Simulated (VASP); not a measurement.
Set up this calculation in VASP 6.6.1, as the native input.

| Property | Result |
| --- | --- |
| Task | relaxation of cell and atoms |
| Functional | PBEsol |
| Dispersion | D4 |
| Potentials or basis | VASP PAW PBE potentials, release 64 (W_sv, C) |
| Cutoff | 600 eV |
| k mesh | 10 × 10 × 9 |
| Occupations | fermi-dirac, width 0.05 eV |
| Spin | no spin polarisation |
| Dipole correction | no |
| Further INCAR settings | ALGO = Normal; EDIFF = 1e-06; IBRION = 2; EDIFFG = -0.01; NSW = 80; ISIF = 3 |

The structure of WC (Qusongite) lies in POSCAR:

```
WC
1.0
    2.9065000000      0.0000000000      0.0000000000
   -1.4532500000      2.5171028361      0.0000000000
    0.0000000000      0.0000000000      2.8366000000
W C
1 1
Direct
    0.0000000000      0.0000000000      0.0000000000
    0.6666666667      0.3333333333      0.5000000000
```

One way to write it, as run:

INCAR

```
SYSTEM = WC
PREC = Accurate
ENCUT = 600
EDIFF = 1E-6
ISMEAR = -1
SIGMA = 0.05
LREAL = .FALSE.
LASPH = .TRUE.
NELM = 80
ALGO = Normal
ISIF = 3
LWAVE = .FALSE.
LCHARG = .FALSE.
GGA = PS
IVDW = 13
IBRION = 2
NSW = 80
EDIFFG = -0.01
```

KPOINTS

```
regular mesh
0
G
  10 10 9
  0 0 0
```

Potentials or basis: VASP PAW PBE potentials, release 64 (W_sv, C).

The run is started by

```bash
$ cat potpaw_PBE.64/W_sv/POTCAR potpaw_PBE.64/C/POTCAR > POTCAR
$ mpirun -np 1 vasp_std > vasp.out
```

Results of the run:

| Quantity | Value |
| --- | --- |
| Relaxed volume | 10.21 Å³/atom |
| Relaxed cell | a = 2.892 Å, b = 2.892 Å, c = 2.821 Å, α = 90.00°, β = 90.00°, γ = 120.00° |
| Space group after relaxing (to 0.05 Å) | P-6m2 (No. 187) |
| Energy gained by relaxing | 3.2 meV/atom |
| Ionic steps | 7 |
| Pressure after relaxing | 0.1 GPa |
| Band gap on the k mesh | zero (band 9 reaches 11.83 eV, above the bottom of band 10 at 10.59 eV) |
| Dispersion energy per atom | -0.287 eV |

Caveat: the PAW data sets were made with another functional, which shifts forces and pressure a little; spin-orbit coupling is left out, which moves the levels of the heavy elements; pairwise dispersion overbinds metals, which lowers pressure and volume.

Wall time 84 s on 1 thread of Intel Xeon 8259CL, on a shared host, peak memory 0.17 GiB.
